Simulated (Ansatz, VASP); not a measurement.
One calculation of Se, two programs

```
Se
1.0
     2.56494    0.00000    0.00000
     0.00000    2.71893    0.00000
     0.00000    0.00000    4.11089
Se
1
Direct
  0.50000 0.00000 0.50000
```

Alike in both runs: task relaxation of cell and atoms; functional PBE; k mesh 22 × 20 × 14; occupations gaussian, width 0.1 eV; no spin polarisation.

|  | VASP | Ansatz |
| --- | --- | --- |
| version | VASP 6.6.1 | Ansatz 0.2.0 |
| potentials or method | VASP PAW PBE potentials, release 64 (Se), cutoff 600 eV | scalar-relativistic, plane waves, PAW |
| valence electrons in the cell | 6 | 16 |

```csv
,VASP,Ansatz,Ansatz less VASP
"gap on the k mesh at the Fermi level, each at its own relaxed structure (eV)",none,none,-
relaxed volume (Å³/atom),29.90,29.86,-0.034
relaxed cell length with the largest relative difference (Å),4.294,4.290,-0.0040
```

A gap of «none» marks a metal or a gap that the smearing closes. VASP's potentials hold 6 valence electrons a cell and Ansatz's 16, so a difference there can come from the potentials and not from the codes.
